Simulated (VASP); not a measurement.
# Bi (P6_3/mmc) in VASP: a series of runs, part 3 of 3

VASP 6.6.1. Earlier steps stand in the parts before.

## 6. Single point, PBEsol

This run uses another cell than the first one, of 33.26 Å³/atom.

Contents of INCAR:

```
ALGO = Fast
EDIFF = 1E-7
ENCUT = 520
GGA = PS
ISIF = 2
ISMEAR = 0
LASPH = True
LCHARG = True
LELF = True
LREAL = False
LVHAR = True
LWAVE = False
NBANDS = 22
NELM = 60
PREC = Accurate
SIGMA = 0.1
```

Contents of KPOINTS:

```
k-points
0
Gamma
  12 12 10
```

Contents of POSCAR:

```
Bi
1.0
    4.2675150660      0.0000000000      0.0000000000
   -2.1337575330      3.6957764582      0.0000000000
    0.0000000000      0.0000000000      4.2172208275
Bi
2
Direct
    0.3333333333      0.6666666667      0.2500000000
    0.6666666667      0.3333333333      0.7500000000
```

Potentials or basis: VASP PAW PBE potentials, release 64 (Bi_d).

Launch:

```console
cat potpaw_PBE.64/Bi_d/POTCAR > POTCAR
mpirun -np 1 vasp_std > vasp.out
```

OUTCAR:

```text
EDIFF = 1E-7
   ENCUT = 520
   GGA = PS
   ISIF = 2
   ISMEAR = 0
   LASPH = True
   LREAL = False
   NELM = 60
   PREC = Accurate

 ion  position               nearest neighbor table
   1  0.333  0.667  0.250-   2 3.24   2 3.24   2 3.24   2 3.24   2 3.24   2 3.24
   2  0.667  0.333  0.750-   1 3.24   1 3.24   1 3.24   1 3.24   1 3.24   1 3.24

  LATTYP: Found a hexagonal cell.
 ALAT       =     4.2675150660
 C/A-ratio  =     0.9882146313

  Lattice vectors:

 A1 = (   4.2675150660,   0.0000000000,   0.0000000000)
 A2 = (  -2.1337575330,   3.6957764582,   0.0000000000)
 A3 = (   0.0000000000,   0.0000000000,   4.2172208275)

Analysis of symmetry for initial positions (statically):
=====================================================================
 Subroutine PRICEL returns:
 Original cell was already a primitive cell.

 Routine SETGRP: Setting up the symmetry group for a
 hexagonal supercell.

 Subroutine GETGRP returns: Found 24 space group operations
 (whereof 12 operations were pure point group operations)
 out of a pool of 24 trial point group operations.
[... 162 lines left out ...]
  ---------------------------------------------------
  free energy    TOTEN  =        -8.41821784 eV

  energy without entropy =       -8.41292417  energy(sigma->0) =       -8.41557101

 E-fermi :   6.8710     XC(G=0): -10.0028

 val. band max:        6.8590220843   @ k =   0.2500   0.2500   0.1000
 cond. band min:       6.8842678464   @ k =   0.4167  -0.0000   0.5000
 fundamental gap:      0.0252457621
 Fermi energy:         6.8709994742

 k-point     1 :       0.0000    0.0000    0.0000
  band No.  band energies     occupation
      1     -15.9941      2.00000
      2     -15.9941      2.00000
      3     -15.9696      2.00000
      4     -15.8641      2.00000
      5     -15.8641      2.00000
      6     -15.8568      2.00000
[... 589 lines left out ...]
     21      14.8249      0.00000
     22      15.5979      0.00000

 [... further k-points ...]

------------------------ aborting loop because EDIFF is reached ----------------------------------------

  FORCE on cell =-STRESS in cart. coord.  units (eV):
  Direction    XX          YY          ZZ          XY          YZ          ZX
  --------------------------------------------------------------------------------------
  -------------------------------------------------------------------------------------
  Total       -0.0301546     -0.0301546     -0.0299307      0.0000000     -0.0000000      0.0000000
  in kB       -0.7263691     -0.7263691     -0.7209756      0.0000000     -0.0000000      0.0000000
  external PRESSURE =      -0.7245713 kB  Pullay stress =       0.0000000 kB

 VOLUME and BASIS-vectors are now :
 -----------------------------------------------------------------------------
  energy-cutoff  :      520.00
  volume of cell :       66.51
      direct lattice vectors                 reciprocal lattice vectors
     4.267515066  0.000000000  0.000000000     0.234328405  0.135289568  0.000000000
    -2.133757533  3.695776458  0.000000000     0.000000000  0.270579136  0.000000000
     0.000000000  0.000000000  4.217220828     0.000000000  0.000000000  0.237122987

 POSITION                                       TOTAL-FORCE (eV/Angst)
 -----------------------------------------------------------------------------------
     -0.00000      2.46385      1.05431         0.000000     -0.000000      0.000000
      2.13376      1.23193      3.16292        -0.000000      0.000000      0.000000
 -----------------------------------------------------------------------------------
    total drift:                                0.000000     -0.000000      0.000000

  FREE ENERGIE OF THE ION-ELECTRON SYSTEM (eV)
  ---------------------------------------------------
  free  energy   TOTEN  =        -8.4182178438 eV

  energy  without entropy=       -8.4129241722  energy(sigma->0) =       -8.41557101
```

OSZICAR:

```text
N       E                     dE             d eps       ncg     rms          rms(c)
DAV:   1     0.307632527737E+03    0.30763E+03   -0.16245E+04  5016   0.166E+03
DAV:   2     0.171030353064E+02   -0.29053E+03   -0.28331E+03  5076   0.440E+02
DAV:   3    -0.756224435303E+01   -0.24665E+02   -0.24401E+02  6108   0.142E+02
DAV:   4    -0.840326647257E+01   -0.84102E+00   -0.84055E+00  6224   0.285E+01
DAV:   5    -0.843650057048E+01   -0.33234E-01   -0.33233E-01  7154   0.509E+00    0.851E-01
RMM:   6    -0.842246154465E+01    0.14039E-01   -0.19897E-02  5878   0.152E+00    0.488E-01
RMM:   7    -0.841791934648E+01    0.45422E-02   -0.18195E-02  5750   0.127E+00    0.113E-01
RMM:   8    -0.841810266230E+01   -0.18332E-03   -0.40553E-03  7036   0.662E-01    0.231E-02
RMM:   9    -0.841821317411E+01   -0.11051E-03   -0.11782E-03  8320   0.267E-01    0.237E-02
RMM:  10    -0.841821664059E+01   -0.34665E-05   -0.13513E-04  6238   0.136E-01    0.111E-02
RMM:  11    -0.841821518996E+01    0.14506E-05   -0.76673E-05  7142   0.858E-02    0.305E-03
RMM:  12    -0.841821833646E+01   -0.31465E-05   -0.34701E-05  8547   0.417E-02    0.249E-03
RMM:  13    -0.841821797728E+01    0.35918E-06   -0.22210E-06  6925   0.111E-02    0.966E-04
RMM:  14    -0.841821765899E+01    0.31829E-06   -0.58454E-07  5011   0.905E-03    0.113E-03
RMM:  15    -0.841821779237E+01   -0.13337E-06   -0.19174E-07  3415   0.463E-03    0.242E-04
RMM:  16    -0.841821784383E+01   -0.51465E-07   -0.91965E-08  3240   0.305E-03
   1 F= -.84182178E+01 E0= -.84155710E+01  d E =-.529367E-02
```

stdout:

```text
POSCAR found type information on POSCAR Bi
 POSCAR found :  1 types and       2 ions
 scaLAPACK will be used
 -----------------------------------------------------------------------------
|                                                                             |
|                                                                             |
|     You enforced a specific xc type in the INCAR file but a different       |
|     I HOPE YOU KNOW WHAT YOU ARE DOING!                                     |
|                                                                             |
 -----------------------------------------------------------------------------

 LDA part: xc-table for (Slater+PW92), standard interpolation
 POSCAR, INCAR and KPOINTS ok, starting setup
 FFT: planning ... GRIDC
 FFT: planning ... GRID_SOFT
 FFT: planning ... GRID
 WAVECAR not read
 entering main loop
WARNING in EDDRMM: call to ZHEGV failed, returncode =   8  4     22
WARNING in EDDRMM: call to ZHEGV failed, returncode =   8  4     21
 num prob  num prob  num prob  num prob WARNING in EDDRMM: call to ZHEGV failed, returncode =   6  3     22
 num prob  num prob WARNING in EDDRMM: call to ZHEGV failed, returncode =   8  4     21
 num prob  num prob  num prob  num prob  num prob RMM:  15    -0.841821779237E+01   -0.13337E-06   -0.19174E-07  3415   0.463E-03    0.242E-04
 num prob  num prob  num prob  num prob  num prob  num prob  num prob  num prob  num prob RMM:  16    -0.841821784383E+01   -0.51465E-07   -0.91965E-08  3240   0.305E-03
```

Wall time 2.2 min (1 thread of Intel Xeon 8259CL, shared host); peak memory 0.27 GiB.

Results:

* Free energy: -8.4182 eV
* Pressure: -0.1 GPa
* Band gap on the k mesh: zero (bands 15 and 16 overlap by 2.96 eV)

Levels at points of the mesh, in eV from the Fermi level:
| k point | band 12 | band 13 | band 14 | band 15 | band 16 | band 17 | band 18 | band 19 |
| --- | --- | --- | --- | --- | --- | --- | --- | --- |
| (0.00, 0.00, 0.00) | -7.77 | -2.61 | -0.86 | -0.86 | 2.30 | 2.30 | 3.65 | 4.93 |
| (0.50, 0.00, 0.00) | -10.17 | -2.54 | -2.51 | -0.59 | 1.15 | 1.50 | 3.78 | 4.58 |
| (0.00, 0.00, 0.50) | -11.37 | 0.30 | 0.30 | 0.98 | 0.98 | 0.98 | 0.98 | 7.07 |
| (0.50, 0.00, 0.50) | -10.42 | -4.52 | -4.52 | -0.04 | -0.04 | 2.10 | 2.10 | 9.60 |

Caveat: the PAW data sets were made with another functional, which shifts forces and pressure a little; spin-orbit coupling is left out, which moves the levels of the heavy elements.

## 7. Overview

| cell | k mesh | further INCAR settings | gap on the mesh (eV) | pressure (GPa) |
| --- | --- | --- | --- | --- |
| a = 4.277, b = 4.277, c = 4.209 Å, angles 90.0, 90.0, 120.0°, 2 atoms | 6 × 6 × 4 | ALGO = Fast; EDIFF = 1e-06; NBANDS = 22 | none | -0.4 |
| a = 4.537, b = 4.537, c = 5.200 Å, angles 90.0, 90.0, 120.0°, 2 atoms | 6 × 6 × 4 | ALGO = Fast; EDIFF = 1e-06; NBANDS = 22 | none | -8.4 |
| a = 4.134, b = 4.134, c = 4.224 Å, angles 90.0, 90.0, 120.0°, 2 atoms | 12 × 12 × 10 | ALGO = Fast; EDIFF = 1e-06; NBANDS = 22 | none | 3.2 |
| a = 4.207, b = 4.207, c = 4.209 Å, angles 90.0, 90.0, 120.0°, 2 atoms | 12 × 12 × 10 | ALGO = Fast; EDIFF = 1e-06; NBANDS = 22 | none | 1.5 |
| a = 4.268, b = 4.268, c = 4.217 Å, angles 90.0, 90.0, 120.0°, 2 atoms | 12 × 12 × 10 | ALGO = Fast; EDIFF = 1e-07; NBANDS = 22 | none | -0.1 |

Alike in all rows: task single point; level PBEsol; potentials or basis VASP PAW PBE potentials, release 64 (Bi_d); no spin polarisation; cutoff (eV) 520; smearing gaussian 0.1 eV.

Caveats: some runs use coarse meshes; the PAW data sets were made with another functional, which shifts forces and pressure a little; spin-orbit coupling is left out, which moves the levels of the heavy elements; the stress differs along the axes, from -12 to -7 GPa (at least some runs); the cell stands under pressure (at least some runs).

Absolute energies hang on the potentials; compare differences alone.

The gap in the log of VASP goes by the Fermi energy; the results here count the filled bands.